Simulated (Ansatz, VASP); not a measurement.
One calculation of Rh, two programs

```
Rh
1.0
     2.73098    0.00000    0.00000
    -1.36549    2.36510    0.00000
     0.00000    0.00000    4.42849
Rh
2
Direct
  0.33333 0.66667 0.25000
  0.66667 0.33333 0.75000
```

Alike in both runs: functional PBE-based screened hybrid; k mesh 6 × 6 × 3; occupations fermi-dirac, width 0.05 eV; no spin polarisation.

|  | VASP | Ansatz |
| --- | --- | --- |
| version | VASP 6.6.1 | Ansatz 0.2.0 |
| potentials or method | VASP PAW PBE potentials, release 64 (Rh_pv) | Ansatz PAW |
| plane-wave cutoff (eV) | 400 | 420 |
| valence electrons in the cell | 30 | 34 |
| task | single point | band structure |

|  | VASP | Ansatz | Ansatz less VASP |
| --- | --- | --- | --- |
| gap on the k mesh at the Fermi level (eV) | none | none | - |
| pressure (GPa) | -14.1 | -13.4 | +0.71 |
| traceless stress, the component that is largest in VASP (GPa) | -8.79 | -8.89 | -0.104 |

VASP's potentials were made for PBE, not for PBE-based screened hybrid. A gap of «none» marks a metal or a gap that the smearing closes. VASP's potentials hold 30 valence electrons a cell and Ansatz's 34, so a difference there can come from the potentials and not from the codes.

The k mesh is coarse, so the values compare programs but aren't converged.
